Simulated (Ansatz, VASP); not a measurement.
**One calculation of BaF2, two programs**

The input POSCAR:

```
BaF2
1.0
    0.0000000000      3.0975683700      3.0975683700
    3.0975683700      0.0000000000      3.0975683700
    3.0975683700      3.0975683700      0.0000000000
Ba F
1 2
Direct
    0.0000000000      0.0000000000      0.0000000000
    0.2500000000      0.2500000000      0.2500000000
    0.7500000000      0.7500000000      0.7500000000
```

Contents of INCAR.step1:

```
SYSTEM = BaF2
  PREC = Accurate
  ENCUT = 660
  ISMEAR = -1
  SIGMA = 0.02
  LREAL = .FALSE.
  LASPH = .TRUE.
  NELM = 120
  NBANDS = 19
  GGA = PE
  ALGO = Normal
  EDIFF = 1E-5
  LWAVE = .TRUE.
  LCHARG = .FALSE.
  GGA_COMPAT = .FALSE.
```

File INCAR.step2:

```
SYSTEM = BaF2
  PREC = Accurate
  ENCUT = 660
  EDIFF = 1E-6
  ISMEAR = -1
  SIGMA = 0.02
  LREAL = .FALSE.
  LASPH = .TRUE.
  NELM = 120
  ALGO = Normal
  ISIF = 2
  LWAVE = .FALSE.
  LCHARG = .TRUE.
  METAGGA = R2SCAN
  LMIXTAU = .TRUE.
  LELF = .TRUE.
  LVHAR = .TRUE.
  NBANDS = 19
  ISTART = 1
  GGA_COMPAT = .FALSE.
```

KPOINTS

```
Automatic mesh
0
G
  8 8 8
  0 0 0
```

Input for Ansatz:

```yaml
crystal:
  lattice:
    - [0.0, 3.09756837, 3.09756837]
    - [3.09756837, 0.0, 3.09756837]
    - [3.09756837, 3.09756837, 0.0]
  atoms:
    - { symbol: Ba, position: [0.0, 0.0, 0.0] }
    - { symbol: F, position: [0.25, 0.25, 0.25] }
    - { symbol: F, position: [0.75, 0.75, 0.75] }
  symmetry: { tolerance: 0.0003 }
hamiltonian:
  xc: r2scan
  pseudopotentials: { kind: paw, azcp: { folder: soft_1 } }
basis:
  ecutwfc: 500
magnetization:
  spin_polarized: false
scf:
  occupations: { method: fermi_dirac, width: 0.02 }
kpoints:
  mp_grid: { grid: [8, 8, 8], shift: [0, 0, 0] }
  band_path:
    path:
      - [0.0, 0.0, 0.0]
      - [0.5, 0.0, 0.5]
      - [0.625, 0.25, 0.625]
      - [0.375, 0.375, 0.75]
      - [0.0, 0.0, 0.0]
      - [0.5, 0.5, 0.5]
      - [0.5, 0.25, 0.75]
      - [0.5, 0.0, 0.5]
    npoints: 15
output:
  forces: true
  stress: true
  eigenvalues: true
  bader: true
  populations: true
  elf: true
  write_potential: true
  write_density: true
  volumetric_format: npy
  dos:
    e_range: [-12, 8]
    de: 0.05
    projected: { site_lists: { Ba: [Ba], F: [F] } }
```

Alike in both runs: task single point; functional r2SCAN; k mesh 8 × 8 × 8; occupations fermi-dirac, width 0.02 eV; no spin polarisation.

|  | VASP | Ansatz |
| --- | --- | --- |
| version | VASP 6.6.1 | Ansatz 0.2.0 |
| potentials or method | VASP PAW PBE potentials, release 64 (Ba_sv, F), cutoff 660 eV | PAW plane waves |
| valence electrons in the cell | 24 | 24 |

Ansatz gave:

```
gap on the k mesh at the Fermi level (eV) : 7.41
pressure (GPa)                            : 0.0
```

Task: What did VASP give for the same quantities?

Result: gap on the k mesh at the Fermi level (eV): 7.34; pressure (GPa): 0.9.

VASP's potentials were made for PBE, not for r2SCAN.

Neither program's run includes spin-orbit coupling.
